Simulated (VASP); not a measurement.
**SnTe: single point with PBEsol**

Crystal: SnTe.

```
Te Sn
1.0
     0.00000    3.56234    3.56234
     3.56234    0.00000    3.56234
     3.56234    3.56234    0.00000
Te Sn
1 1
Cartesian
  1.7812 1.7812 1.7812
  0.0000 0.0000 0.0000
```

This cell differs from its parent crystal: volume scaled by 0.96.

```yaml
Program: VASP 6.6.1
Task: single point
Functional: PBEsol
Potentials_or_basis: VASP PAW PBE potentials, release 64 (Te, Sn_d)
Cutoff: 520 eV
k_mesh: 7 × 7 × 7
Occupations: fermi-dirac, width 0.05 eV
Spin: no spin polarisation
```

| Quantity | Value |
| --- | --- |
| Pressure | -0.5 GPa |
| Band gap on the k mesh | 0.18 eV, indirect (least direct gap 0.74 eV) |

Levels at points of the mesh, in eV from the valence-band top:
```tsv
k point	band 7	band 8	band 9	band 10	band 11	band 12	band 13	band 14
(0.00, 0.00, 0.00)	-4.94	-1.86	-1.86	-1.86	1.12	1.12	1.12	4.13
```

Run time: 30 s on 1 thread of Intel(R) Xeon(R) Platinum 8488C (Sapphire Rapids), with other jobs on the host, peak memory 0.24 GiB.

Caveat: the PAW data sets were made with another functional, which shifts forces and pressure a little; spin-orbit coupling is left out, which moves the levels of the heavy elements. A k mesh can miss the band edges.
